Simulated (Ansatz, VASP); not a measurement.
# LiF: VASP beside Ansatz

Contents of POSCAR:

```
LiF
1.0
    0.0000000000      1.9865547540      1.9865547540
    1.9865547540      0.0000000000      1.9865547540
    1.9865547540      1.9865547540      0.0000000000
Li F
1 1
Direct
    0.0000000000      0.0000000000      0.0000000000
    0.5000000000      0.5000000000      0.5000000000
```

INCAR.step1

```
PREC = Accurate
ENCUT = 830
ISMEAR = 0
SIGMA = 0.02
LREAL = F
LASPH = T
NELM = 120
NBANDS = 12
GGA = PE
ALGO = Normal
EDIFF = 1E-5
LWAVE = T
LCHARG = F
GGA_COMPAT = F
```

File INCAR.step2:

```
PREC = Accurate
ENCUT = 830
EDIFF = 1E-6
ISMEAR = 0
SIGMA = 0.02
LREAL = F
LASPH = T
NELM = 120
ALGO = Normal
ISIF = 2
LWAVE = F
LCHARG = T
METAGGA = R2SCAN
LMIXTAU = T
LUSE_VDW = T
IVDW_NL = 2
BPARAM = 11.95
CPARAM = 0.0093
LELF = T
LVHAR = T
NBANDS = 12
ISTART = 1
GGA_COMPAT = F
```

The input KPOINTS:

```
regular mesh
0
Gamma
  10 10 10
```

Input for Ansatz:

```yaml
crystal:
  lattice:
    - [0.0, 1.986554754, 1.986554754]
    - [1.986554754, 0.0, 1.986554754]
    - [1.986554754, 1.986554754, 0.0]
  atoms:
    - { symbol: Li, position: [0.0, 0.0, 0.0] }
    - { symbol: F, position: [0.5, 0.5, 0.5] }
basis:
  ecutwfc: 500
kpoints:
  mp_grid: { grid: [10, 10, 10] }
  band_path:
    path:
      - [[0.0, 0.0, 0.0], [0.5, 0.0, 0.5], [0.625, 0.25, 0.625]]
      - [[0.375, 0.375, 0.75], [0.0, 0.0, 0.0], [0.5, 0.5, 0.5], [0.5, 0.25, 0.75], [0.5, 0.0, 0.5]]
    npoints: 10
hamiltonian:
  xc: r2scan
  dispersion: rvv10
  pseudopotentials: { kind: paw, azcp: { folder: soft_1 } }
scf:
  occupations: { method: gaussian, width: 0.02 }
  n_extra_bands: 7
output:
  forces: true
  stress: true
  eigenvalues: true
```

Alike in both runs: task single point; functional r2SCAN; dispersion rVV10; k mesh 10 × 10 × 10; occupations gaussian, width 0.02 eV; no spin polarisation.

|  | VASP | Ansatz |
| --- | --- | --- |
| version | VASP 6.6.1 | Ansatz 0.2.0 |
| potentials or method | VASP PAW PBE potentials, release 64 (Li_sv, F), cutoff 830 eV | scalar-relativistic, plane waves, PAW |
| valence electrons in the cell | 10 | 10 |

Ansatz gave:

- gap on the k mesh at the Fermi level (eV): 10.39
- least direct gap on the mesh (eV): 10.39
- pressure (GPa): 0.0

Q: What did VASP give for the same quantities?

A: gap on the k mesh at the Fermi level (eV): 10.60; least direct gap on the mesh (eV): 10.60; pressure (GPa): -0.4.

VASP's potentials were made for PBE, not for r2SCAN.
